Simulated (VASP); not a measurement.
Write the native input for VASP 6.6.1 that does the following.

```
Task                   : single point
Functional             : PBEsol
Potentials or basis    : VASP PAW PBE potentials, release 64 (W_sv, O)
Cutoff                 : 520 eV
k mesh                 : 8 × 8 × 8
Occupations            : gaussian, width 0.15 eV
Spin                   : no spin polarisation
Dipole correction      : no
Further INCAR settings : ALGO = Normal; EDIFF = 1e-07; NBANDS = 58
```

The structure of W3O lies in POSCAR:

```
W3O
1.0
    4.8313496810      0.0000000000      0.0000000000
    0.0000000000      4.8313496810      0.0000000000
    0.0000000000      0.0000000000      4.8313496810
W O
6 2
Direct
    0.5000000000      0.7551745375      0.0000000000
    0.0000000000      0.5051745375      0.7500000000
    0.2500000000      0.0051745375      0.5000000000
    0.5000000000      0.2551745375      0.0000000000
    0.0000000000      0.5051745375      0.2500000000
    0.7500000000      0.0051745375      0.5000000000
    0.5000000000      0.5000000000      0.5000000000
    0.0000000000      0.0000000000      0.0000000000
```

This cell differs from its parent crystal: all W atoms moved +0.025 Å, as atom 1 along Cartesian [0 1 0].

The input as run:

INCAR

```
ALGO = Normal
EDIFF = 1E-7
ENCUT = 520
GGA = PS
ISIF = 2
ISMEAR = 0
LASPH = T
LCHARG = F
LREAL = F
LWAVE = F
NBANDS = 58
NELM = 80
PREC = Accurate
SIGMA = 0.15
```

KPOINTS

```
k-points
0
Gamma
  8 8 8
```

Potentials or basis: VASP PAW PBE potentials, release 64 (W_sv, O).

Command:

```console
$ cat potpaw_PBE.64/W_sv/POTCAR potpaw_PBE.64/O/POTCAR > POTCAR
$ mpirun -np 1 vasp_std > vasp.out
```

It gave:

* Pressure: 1.0 GPa
* Largest force: 0.108 eV/Å
* Band gap on the k mesh: zero (band 48 reaches 10.54 eV, above the bottom of band 49 at 9.59 eV)

Caveat: the cell differs from its parent crystal (all W atoms moved +0.025 Å, as atom 1 along Cartesian [0 1 0]); the PAW data sets were made with another functional, which shifts forces and pressure a little; spin-orbit coupling is left out, which moves the levels of the heavy elements.

It took 9.9 min on 1 thread of Oxide Virtual Turin-like Processor (shared host), peak memory 0.41 GiB.
